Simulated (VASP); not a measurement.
# P in VASP: single point with r2SCAN

Aim: the single point of P with r2SCAN.

All numbers are computed with VASP 6.6.1; they aren't measurements. Logs are shortened: lines on timing, memory, paths and dates and some standing lists are left out, and cuts for length are marked.

## 1. The cell of the first run

The cell holds a slab with vacuum, 4 atoms: a = 3.284 Å, b = 34.857 Å, c = 4.632 Å, α = 90.00°, β = 90.00°, γ = 90.00°.

## 2. Single point, r2SCAN (atom 1 (P) moved +0.075 Å towards its neighbour atom 4 (P) at 2.199 Å)

POSCAR reads:

```
P
1.0
    3.2837277200      0.0000000000      0.0000000000
    0.0000000000     34.8570309900      0.0000000000
    0.0000000000      0.0000000000      4.6320847100
P
4
Direct
   -0.0170557432      0.9702614300      0.6029196671
    0.0000000000      0.0297385700      0.4078492800
    0.5000000000      0.0297385700      0.0921507200
    0.5000000000      0.9702614300      0.9078492800
```

INCAR.step1 reads:

```
ALGO = Normal
EDIFF = 1E-4
ENCUT = 520
GGA = PE
ISMEAR = 0
LASPH = T
LCHARG = F
LREAL = F
LWAVE = T
NBANDS = 18
NELM = 80
PREC = Accurate
SIGMA = 0.05
```

INCAR.step2 reads:

```
ALGO = Normal
EDIFF = 1E-6
ENCUT = 520
ISIF = 2
ISMEAR = 0
ISTART = 1
LASPH = T
LCHARG = F
LMIXTAU = T
LREAL = F
LWAVE = F
METAGGA = R2SCAN
NBANDS = 18
NELM = 80
PREC = Accurate
SIGMA = 0.05
```

KPOINTS reads:

```
k-points
0
Gamma
  8 1 6
```

Potentials or basis: VASP PAW PBE potentials, release 64 (P).

On the command line:

```
cat potpaw_PBE.64/P/POTCAR > POTCAR
cp INCAR.step1 INCAR
mpirun -np 1 vasp_std > vasp.out
cp INCAR.step2 INCAR
mpirun -np 1 vasp_std > vasp.out
```

OUTCAR:

```text
EDIFF = 1E-6
   ENCUT = 520
   ISIF = 2
   ISMEAR = 0
   ISTART = 1
   LASPH = T
   LREAL = F
   METAGGA = R2SCAN
   NELM = 80
   PREC = Accurate

 ion  position               nearest neighbor table
   1  0.983  0.970  0.603-   4 2.12   4 2.21   2 2.26
   2  0.000  0.030  0.408-   3 2.20   3 2.20   1 2.26
   3  0.500  0.030  0.092-   2 2.20   2 2.20   4 2.24
   4  0.500  0.970  0.908-   1 2.12   1 2.21   3 2.24

  LATTYP: Found a simple orthorhombic cell.
 ALAT       =     3.2837277200
 B/A-ratio  =     1.4106177811
 C/A-ratio  =    10.6150795566

  Lattice vectors:

 A1 = (  -3.2837277200,   0.0000000000,   0.0000000000)
 A2 = (   0.0000000000,   0.0000000000,   4.6320847100)
 A3 = (   0.0000000000,  34.8570309900,   0.0000000000)

Analysis of symmetry for initial positions (statically):
=====================================================================
 Subroutine PRICEL returns:
 Original cell was already a primitive cell.

 Routine SETGRP: Setting up the symmetry group for a
 simple orthorhombic supercell.

 Subroutine GETGRP returns: Found  1 space group operations
 (whereof  1 operations were pure point group operations)
 out of a pool of  8 trial point group operations.

The static configuration has the point symmetry C_1 .

Analysis of symmetry for dynamics (positions and initial velocities):
=====================================================================
 Subroutine PRICEL returns:
 Original cell was already a primitive cell.

 Routine SETGRP: Setting up the symmetry group for a
 simple orthorhombic supercell.

 Subroutine GETGRP returns: Found  1 space group operations
 (whereof  1 operations were pure point group operations)
 out of a pool of  8 trial point group operations.

The dynamic configuration has the point symmetry C_1 .

 Subroutine INISYM returns: Found  1 space group operations
 (whereof  1 operations are pure point group operations),
 and found     1 'primitive' translations

----------------------------------------------------------------------------------------

                                     Primitive cell

  volume of cell :     530.1930

  direct lattice vectors                    reciprocal lattice vectors
     3.283727720  0.000000000  0.000000000     0.304531948  0.000000000  0.000000000
     0.000000000 34.857030990  0.000000000     0.000000000  0.028688617  0.000000000
     0.000000000  0.000000000  4.632084710     0.000000000  0.000000000  0.215885516

  length of vectors
     3.283727720 34.857030990  4.632084710     0.304531948  0.028688617  0.215885516

  position of ions in fractional coordinates (direct lattice)
     0.982944257  0.970261430  0.602919667
     0.000000000  0.029738570  0.407849280
     0.500000000  0.029738570  0.092150720
     0.500000000  0.970261430  0.907849280

  ion indices of the primitive-cell ions
   primitive index   ion index
                 1           1
                 2           2
                 3           3
                 4           4

----------------------------------------------------------------------------------------

 KPOINTS: k-points

Automatic generation of k-mesh.
 Grid dimensions read from file:
 generate k-points for:    8    1    6

 Generating k-lattice:

  Cartesian coordinates                     Fractional coordinates (reciprocal lattice)
     0.038066494  0.000000000  0.000000000     0.125000000  0.000000000  0.000000000
     0.000000000  0.028688617  0.000000000     0.000000000  1.000000000  0.000000000
     0.000000000  0.000000000  0.035980919     0.000000000  0.000000000  0.166666667

  Length of vectors
     0.038066494  0.028688617  0.035980919

  Shift w.r.t. Gamma in fractional coordinates (k-lattice)
     0.000000000  0.000000000  0.000000000

 Subroutine IBZKPT returns following result:
 ===========================================

 Found     26 irreducible k-points:

 Following reciprocal coordinates:
            Coordinates               Weight
  0.000000  0.000000  0.000000      1.000000
  0.125000  0.000000  0.000000      2.000000
  0.250000  0.000000  0.000000      2.000000
  0.375000  0.000000  0.000000      2.000000
  0.500000  0.000000  0.000000      1.000000
  0.000000  0.000000  0.166667      2.000000
[... 16 lines left out ...]
  0.125000  0.000000  0.500000      2.000000
  0.250000  0.000000  0.500000      2.000000
 [... further k-points ...]
   k-points           NKPTS =     26   k-points in BZ     NKDIM =     26   number of bands    NBANDS=     18
   number of dos      NEDOS =    301   number of ions     NIONS =      4
   total plane-waves  NPLWV = 233280
   dimension x,y,z NGX =    24 NGY =  270 NGZ =   36
   dimension x,y,z NGXF=    48 NGYF=  540 NGZF=   72
   ions per type =               4
   NGX,Y,Z   is equivalent  to a cutoff of  12.15, 12.88, 12.92 a.u.
   NGXF,Y,Z  is equivalent  to a cutoff of  24.30, 25.75, 25.84 a.u.
 SYSTEM =  unknown system
   PREC   = accura    normal or accurate (medium, high low for compatibility)
   ISTART =      1    job   : 0-new  1-cont  2-samecut
   ICHARG =      0    charge: 1-file 2-atom 10-const
   ISPIN  =      1    spin polarized calculation?
   LNONCOLLINEAR =      F non collinear calculations
   LSORBIT =      F    spin-orbit coupling
   LASPH  =      T    aspherical Exc in radial PAW
   ENCUT  =  520.0 eV  38.22 Ry    6.18 a.u.   6.11 64.81  8.61*2*pi/ulx,y,z
   NELM   =     80;   NELMIN=  2; NELMDL=  0     # of ELM steps
   EDIFF  = 0.1E-05   stopping-criterion for ELM
   LREAL  =      F    real-space projection
   EDIFFG = 0.1E-04   stopping-criterion for IOM
   NSW    =      0    number of steps for IOM
   IBRION =     -1    ionic relax: 0-MD 1-quasi-New 2-CG
   NFREE  =      0    steps in history (QN), initial steepest desc. (CG)
   ISIF   =      2    stress and relaxation
   ISYM   =      2    0-nonsym 1-usesym 2-fastsym
   POTIM  = 0.5000    time-step for ionic-motion
   TEBEG  =    0.0;   TEEND  =   0.0 temperature during run
   PSTRESS=    0.0 pullay stress
   NELECT =      20.0000    total number of electrons
   NUPDOWN=      -1.0000    fix difference up-down
   EMIN   =  10.00;   EMAX   =-10.00  energy-range for DOS
   EFERMI =   0.00;   METHOD = LEGACY
   ISMEAR =     0;   SIGMA  =   0.05  broadening in eV -4-tet -1-fermi 0-gaus
   EFERMI_NEDOS =   21; number of points for ismear=-14 and -15
   IALGO  =     38    algorithm
   IMIX   =      4    mixing-type and parameters
     AMIX     =   0.40;   BMIX     =  1.00
     AMIX_MAG =   1.60;   BMIX_MAG =  1.00
  volume/ion in A,a.u.               =     132.55       894.48
  Fermi-wavevector in a.u.,A,eV,Ry     =   0.549044  1.037542  4.101461  0.301449
  Thomas-Fermi vector in A             =   1.580001
   LORBIT       =      0    0 simple, 1 ext, 2 COOP (PROOUT), +10 PAW based schemes
   METAGGA = R2SCAN    functional components
   LHFCALC =     F    Hartree Fock is set to
   AEXX    =    0.0000 exact exchange contribution
   IVDW    =     0    specifies the selected vdW correction
   LEPSILON=     F    determine dielectric tensor
   LRPA    =     F    only Hartree local field effects (RPA)
 non-spin polarized calculation
 Gauss-broadening in eV      SIGMA  =   0.05
  energy-cutoff  :      520.00
  volume of cell :      530.19
 maximum number of plane-waves:     14344
   NGX = 13   NGY =129   NGZ = 17

 number of electron      20.0000001 magnetization

 Free energy of the ion-electron system (eV)
  ---------------------------------------------------
  ext. energy  EPLUGINS =         0.00000000
  ---------------------------------------------------
  free energy    TOTEN  =       -35.75043206 eV

  energy without entropy =      -35.75043206  energy(sigma->0) =      -35.75043206

 E-fermi :  -3.3228     XC(G=0):  -1.7233

 val. band max:       -3.5632806583   @ k =   0.0000   0.0000   0.0000
 cond. band min:      -2.5351372363   @ k =   0.0000   0.0000   0.0000
 fundamental gap:      1.0281434220
 Fermi energy:        -3.3227980047

 k-point     1 :       0.0000    0.0000    0.0000
  band No.  band energies     occupation
      1     -19.5798      2.00000
      2     -17.0262      2.00000
      3     -13.2665      2.00000
      4      -9.7278      2.00000
      5      -8.4195      2.00000
      6      -8.3063      2.00000
[... 10 lines left out ...]
     17       1.7080      0.00000
     18       1.8464      0.00000

 k-point     2 :       0.1250    0.0000    0.0000
  band No.  band energies     occupation
      1     -19.3814      2.00000
      2     -16.8193      2.00000
      3     -13.3538      2.00000
      4      -9.5863      2.00000
      5      -8.6312      2.00000
      6      -8.3699      2.00000
[... 10 lines left out ...]
     17       1.9244      0.00000
     18       1.9811      0.00000

 k-point     3 :       0.2500    0.0000    0.0000
  band No.  band energies     occupation
      1     -18.7925      2.00000
      2     -16.2027      2.00000
      3     -13.8832      2.00000
      4     -10.0927      2.00000
      5      -9.4495      2.00000
      6      -9.1920      2.00000
[... 10 lines left out ...]
     17       2.3525      0.00000
     18       2.5725      0.00000

 k-point     4 :       0.3750    0.0000    0.0000
  band No.  band energies     occupation
      1     -17.8366      2.00000
      2     -15.2553      2.00000
      3     -15.0294      2.00000
      4     -12.0161      2.00000
      5      -9.5273      2.00000
      6      -8.8340      2.00000
[... 375 lines left out ...]
      4     -12.3214      2.00000
      5      -6.7995      2.00000
      6      -6.7387      2.00000
[... 10 lines left out ...]
     17       2.6764      0.00000
     18       2.7932      0.00000

 k-point    23 :       0.1250    0.0000    0.5000
  band No.  band energies     occupation
      1     -18.3769      2.00000
      2     -18.1379      2.00000
      3     -12.4095      2.00000
      4     -12.2540      2.00000
      5      -8.0616      2.00000
      6      -7.7917      2.00000
[... 10 lines left out ...]
     17       2.9381      0.00000
     18       3.0422      0.00000

 k-point    24 :       0.2500    0.0000    0.5000
  band No.  band energies     occupation
      1     -17.8122      2.00000
      2     -17.5762      2.00000
      3     -12.4937      2.00000
      4     -12.3388      2.00000
      5      -9.5688      2.00000
      6      -9.3850      2.00000
[... 10 lines left out ...]
     17       3.2587      0.00000
     18       3.4066      0.00000

 [... further k-points ...]

------------------------ aborting loop because EDIFF is reached ----------------------------------------

  FORCE on cell =-STRESS in cart. coord.  units (eV):
  Direction    XX          YY          ZZ          XY          YZ          ZX
  --------------------------------------------------------------------------------------
  -------------------------------------------------------------------------------------
  Total        0.3601226     -0.1867652      0.8169810     -0.2729856      0.3353390     -0.8965762
  in kB        1.0882456     -0.5643812      2.4688149     -0.8249285      1.0133527     -2.7093417
  external PRESSURE =       0.9975598 kB  Pullay stress =       0.0000000 kB

 VOLUME and BASIS-vectors are now :
 -----------------------------------------------------------------------------
  energy-cutoff  :      520.00
  volume of cell :      530.19
      direct lattice vectors                 reciprocal lattice vectors
     3.283727720  0.000000000  0.000000000     0.304531948  0.000000000  0.000000000
     0.000000000 34.857030990  0.000000000     0.000000000  0.028688617  0.000000000
     0.000000000  0.000000000  4.632084710     0.000000000  0.000000000  0.215885516

 POSITION                                       TOTAL-FORCE (eV/Angst)
 -----------------------------------------------------------------------------------
      3.22772     33.82043      2.79277         0.787510      0.032130     -0.789141
      0.00000      1.03660      1.88919        -0.078075     -0.036189      0.055965
      1.64186      1.03660      0.42685        -0.053639     -0.044896      0.105873
      1.64186     33.82043      4.20523        -0.655797      0.048954      0.627303
 -----------------------------------------------------------------------------------
    total drift:                                0.000028     -0.000014     -0.000103

  FREE ENERGIE OF THE ION-ELECTRON SYSTEM (eV)
  ---------------------------------------------------
  free  energy   TOTEN  =       -35.7504320576 eV

  energy  without entropy=      -35.7504320576  energy(sigma->0) =      -35.75043206
```

It took 13 min on 1 thread of Intel Xeon 6975P-C (Granite Rapids), shared host; peak memory 0.66 GiB.

Results:

- Free energy: -35.7504 eV
- Largest force: 1.115 eV/Å
- Band gap on the k mesh: 1.03 eV

Forces on the atoms (eV/Å):
```
P    0.788  0.032 -0.789
P   -0.078 -0.036  0.056
P   -0.054 -0.045  0.106
P   -0.656  0.049  0.627
```

Caveat: the cell differs from its parent crystal (atom 1 (P) moved +0.075 Å towards its neighbour atom 4 (P) at 2.199 Å); there is no dipole correction, which matters where the two faces differ; the PAW data sets were made with another functional, which shifts forces and pressure a little.
